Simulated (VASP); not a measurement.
# WSe2 in VASP: single point with PBE+D3(BJ)

Aim: the single point of WSe2 with PBE+D3(BJ).

Program: VASP 6.6.1. These are calculated values, not measurements. Logs are shortened: lines on timing, memory, paths and dates and some standing lists are left out, and cuts for length are marked.

**1. The cell of the first run**

The cell holds a slab with vacuum, 6 atoms: a = 3.285 Å, b = 3.285 Å, c = 24.239 Å, α = 90.00°, β = 90.00°, γ = 120.00°.

**2. Single point, PBE+D3(BJ) (layers slid over each other)**

Input file INCAR:

```
SYSTEM = WSe2
PREC = Accurate
ENCUT = 520
EDIFF = 1E-6
ISMEAR = 0
SIGMA = 0.05
LREAL = .False.
LASPH = .True.
NELM = 100
ALGO = Normal
ISIF = 2
LWAVE = .False.
LCHARG = .False.
LDIPOL = .True.
IDIPOL = 3
DIPOL = 0.5 0.5 0.397
GGA = PE
IVDW = 12
NBANDS = 35
```

Input file KPOINTS:

```
regular mesh
0
Gamma
  9 9 1
  0 0 0
```

Input file POSCAR:

```
WSe2
1.0
    3.2854928007      0.0000000000      0.0000000000
   -1.6427464003      2.8453202293      0.0000000000
    0.0000000000      0.0000000000     24.2386464730
Se W
4 2
Direct
    0.3333333333      0.6666666667      0.1856539310
    0.3333333333      0.6666666667      0.3246601763
    0.8333333333      1.0000000000      0.4694702425
    0.8333333333      1.0000000000      0.6084764877
    0.6666666667      0.3333333333      0.2551570536
    0.5000000000      1.3333333333      0.5389733651
```

Potentials or basis: VASP PAW PBE potentials, release 64 (Se, W_sv).

Command:

```sh
cat potpaw_PBE.64/Se/POTCAR potpaw_PBE.64/W_sv/POTCAR > POTCAR
mpirun -np 1 vasp_std > vasp.out
```

OUTCAR:

```text
SYSTEM = WSe2
   PREC = Accurate
   ENCUT = 520
   EDIFF = 1E-6
   ISMEAR = 0
   LREAL = .False.
   LASPH = .True.
   NELM = 100
   ISIF = 2
   GGA = PE
   IVDW = 12
 IVDW          = 12

 ion  position               nearest neighbor table
   1  0.333  0.667  0.186-   5 2.54   5 2.54   5 2.54
   2  0.333  0.667  0.325-   5 2.54   5 2.54   5 2.54
   3  0.833  0.000  0.469-   6 2.54   6 2.54   6 2.54
   4  0.833  0.000  0.608-   6 2.54   6 2.54   6 2.54
   5  0.667  0.333  0.255-   1 2.54   1 2.54   1 2.54   2 2.54   2 2.54   2 2.54
   6  0.500  0.333  0.539-   3 2.54   4 2.54   3 2.54   4 2.54   3 2.54   4 2.54

  LATTYP: Found a hexagonal cell.
 ALAT       =     3.2854928007
 C/A-ratio  =     7.3774766659

  Lattice vectors:

 A1 = (   3.2854928007,   0.0000000000,   0.0000000000)
 A2 = (  -1.6427464003,   2.8453202293,   0.0000000000)
 A3 = (   0.0000000000,   0.0000000000,  24.2386464730)

Analysis of symmetry for initial positions (statically):
=====================================================================
 Subroutine PRICEL returns:
 Original cell was already a primitive cell.

 Routine SETGRP: Setting up the symmetry group for a
 hexagonal supercell.

 Subroutine GETGRP returns: Found  2 space group operations
 (whereof  1 operations were pure point group operations)
 out of a pool of 24 trial point group operations.

The static configuration has the point symmetry C_1 .
 The point group associated with its full space group is S_2 .

Analysis of symmetry for dynamics (positions and initial velocities):
=====================================================================
 Subroutine PRICEL returns:
 Original cell was already a primitive cell.

 Routine SETGRP: Setting up the symmetry group for a
 hexagonal supercell.

 Subroutine GETGRP returns: Found  2 space group operations
 (whereof  1 operations were pure point group operations)
 out of a pool of 24 trial point group operations.

The dynamic configuration has the point symmetry C_1 .
 The point group associated with its full space group is S_2 .

 Subroutine INISYM returns: Found  2 space group operations
 (whereof  1 operations are pure point group operations),
 and found     1 'primitive' translations

----------------------------------------------------------------------------------------

                                     Primitive cell

  volume of cell :     226.5896

  direct lattice vectors                    reciprocal lattice vectors
[... 106 lines left out ...]
   NELECT =      52.0000    total number of electrons
   NUPDOWN=      -1.0000    fix difference up-down
   EMIN   =  10.00;   EMAX   =-10.00  energy-range for DOS
   EFERMI =   0.00;   METHOD = LEGACY
   ISMEAR =     0;   SIGMA  =   0.05  broadening in eV -4-tet -1-fermi 0-gaus
   EFERMI_NEDOS =   21; number of points for ismear=-14 and -15
   IALGO  =     38    algorithm
   IMIX   =      4    mixing-type and parameters
     AMIX     =   0.40;   BMIX     =  1.00
     AMIX_MAG =   1.60;   BMIX_MAG =  1.00
  volume/ion in A,a.u.               =      37.76       254.85
  Fermi-wavevector in a.u.,A,eV,Ry     =   1.002296  1.894065 13.668372  1.004597
  Thomas-Fermi vector in A             =   2.134774
   LORBIT       =      0    0 simple, 1 ext, 2 COOP (PROOUT), +10 PAW based schemes
   GGA     = PE    functional components
   LHFCALC =     F    Hartree Fock is set to
   AEXX    =    0.0000 exact exchange contribution
   IVDW    =    12    specifies the selected vdW correction
   LEPSILON=     F    determine dielectric tensor
   LRPA    =     F    only Hartree local field effects (RPA)
 non-spin polarized calculation
 Gauss-broadening in eV      SIGMA  =   0.05
  energy-cutoff  :      520.00
  volume of cell :      226.59
 maximum number of plane-waves:      6144
   NGX = 13   NGY = 13   NGZ = 91

 dipolmoment           0.000000      0.000000      0.000037 electrons x Angstroem

 number of electron      51.9999987 magnetization

 dipolmoment           0.000000      0.000000     -0.000003 electrons x Angstroem

 Free energy of the ion-electron system (eV)
  ---------------------------------------------------
  ext. energy  EPLUGINS =         0.00000000
  ---------------------------------------------------
  free energy    TOTEN  =       -43.19738030 eV

  energy without entropy =      -43.19738030  energy(sigma->0) =      -43.19738030

 E-fermi :   1.1606     XC(G=0):  -6.2619

 val. band max:        0.8684698691   @ k =   0.3333   0.3333   0.0000
 cond. band min:       2.4143384770   @ k =  -0.3333   0.2222   0.0000
 fundamental gap:      1.5458686078
 Fermi energy:         1.1605784117

 k-point     1 :       0.0000    0.0000    0.0000
  band No.  band energies     occupation
      1     -73.1803      2.00000
      2     -73.1803      2.00000
      3     -37.4265      2.00000
      4     -37.4265      2.00000
      5     -37.2919      2.00000
      6     -37.2919      2.00000
[... 901 lines left out ...]
     34       5.2243      0.00000
     35       6.4045      0.00000

 [... further k-points ...]

------------------------ aborting loop because EDIFF is reached ----------------------------------------

 vacuum level on the upper side and lower side of the slab       (xc-potential included)        -0.129        -0.131

 Edisp (eV)   -2.32145

 E8    (eV) :    -1.0671

  FORCE on cell =-STRESS in cart. coord.  units (eV):
  Direction    XX          YY          ZZ          XY          YZ          ZX
  --------------------------------------------------------------------------------------
  -------------------------------------------------------------------------------------
  Total       0.02968     0.02671    -0.23147     0.04045     0.06078     0.05626
  in kB       0.20983     0.18886    -1.63667     0.28604     0.42977     0.39781
  external pressure =       -0.41 kB  Pullay stress =        0.00 kB

 VOLUME and BASIS-vectors are now :
 -----------------------------------------------------------------------------
  energy-cutoff  :      520.00
  volume of cell :      226.59
      direct lattice vectors                 reciprocal lattice vectors
     3.285492801  0.000000000  0.000000000     0.304368343  0.175727145  0.000000000
    -1.642746400  2.845320229  0.000000000     0.000000000  0.351454290  0.000000000
     0.000000000  0.000000000 24.238646473     0.000000000  0.000000000  0.041256429

 POSITION                                       TOTAL-FORCE (eV/Angst)
 -----------------------------------------------------------------------------------
     -0.00000      1.89688      4.50000        -0.001044      0.000496     -0.040211
     -0.00000      1.89688      7.86932        -0.009363     -0.009102      0.093563
      2.73791      0.00000     11.37932         0.009363      0.009102     -0.093563
      2.73791      0.00000     14.74865         0.001044     -0.000496      0.040211
      1.64275      0.94844      6.18466        -0.001780     -0.004941      0.038439
      1.09516      0.94844     13.06398         0.001780      0.004941     -0.038439
 -----------------------------------------------------------------------------------
    total drift:                                0.000000     -0.000000     -0.000100

  FREE ENERGIE OF THE ION-ELECTRON SYSTEM (eV)
  ---------------------------------------------------
  free  energy   TOTEN  =       -45.5188314279 eV

  energy  without entropy=      -45.5188314279  energy(sigma->0) =      -45.51883143

 vacuum level on the upper side and lower side of the slab         5.833         5.832
```

OSZICAR:

```text
N       E                     dE             d eps       ncg     rms          rms(c)
DAV:   1     0.465441212757E+03    0.46544E+03   -0.27257E+04  3382   0.130E+03
DAV:   2    -0.119680971882E+02   -0.47741E+03   -0.46309E+03  3601   0.327E+02
DAV:   3    -0.441648148554E+02   -0.32197E+02   -0.31769E+02  3585   0.811E+01
[... 14 lines left out ...]
DAV:  18    -0.431973483738E+02   -0.48472E-04   -0.22535E-06  2587   0.590E-03    0.298E-03
DAV:  19    -0.431973703872E+02   -0.22013E-04   -0.13969E-06  2625   0.419E-03    0.128E-03
DAV:  20    -0.431973787264E+02   -0.83392E-05   -0.60689E-07  2362   0.236E-03    0.400E-04
DAV:  21    -0.431973798983E+02   -0.11719E-05   -0.78347E-08  2002   0.105E-03    0.256E-04
DAV:  22    -0.431973803021E+02   -0.40380E-06   -0.35258E-08  1758   0.513E-04
   1 F= -.45518831E+02 E0= -.45518831E+02  d E =-.105249E-17
```

It took 9.5 min on 1 thread of Intel Xeon 8259CL, shared host; peak memory 0.5 GiB.

Results:

```yaml
Free_energy: -45.5188 eV
Largest_force: 0.094 eV/Å
Band_gap_on_the_k_mesh: 1.55 eV (least direct gap 1.66 eV)
Dispersion_energy_per_atom: -0.387 eV
```

Forces in eV/Å, atoms in the order of the input:
```
Se  -0.001  0.000 -0.040
Se  -0.009 -0.009  0.094
Se   0.009  0.009 -0.094
Se   0.001  0.000  0.040
W   -0.002 -0.005  0.038
W    0.002  0.005 -0.038
```

Levels at points of the mesh, in eV from the valence-band top:
```tsv
k point	band 24	band 25	band 26	band 27	band 28	band 29
(0.00, 0.00, 0.00)	-1.18	-0.59	-0.10	2.94	2.97	2.98
```

Caveat: the cell differs from its parent crystal (layers slid over each other); spin-orbit coupling is left out, which moves the levels of the heavy elements.
